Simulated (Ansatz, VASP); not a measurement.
# Be: VASP beside Ansatz

```xyz
1
Lattice="-1.2614 1.2614 1.2614 1.2614 -1.2614 1.2614 1.2614 1.2614 -1.2614" Properties=species:S:1:pos:R:3 pbc="T T T"
Be    0.0000    0.0000    0.0000
```

Change from the starting cell: volume scaled by 1.02.

Alike in both runs: task single point; functional PBE; k mesh 15 × 15 × 15; occupations fermi-dirac, width 0.05 eV; no spin polarisation.

|  | VASP | Ansatz |
| --- | --- | --- |
| version | VASP 6.6.1 | Ansatz 0.2.0 |
| potentials or method | VASP PAW PBE potentials, release 64 (Be), cutoff 600 eV | all-electron LAPW, scalar-relativistic |

|  | VASP | Ansatz | Ansatz less VASP |
| --- | --- | --- | --- |
| gap on the k mesh at the Fermi level (eV) | none | none | - |
| pressure (GPa) | -3.0 | -3.2 | -0.17 |

A gap of «none» marks a metal or a gap that the smearing closes. Ansatz ran all-electron here, and VASP with PAW potentials.
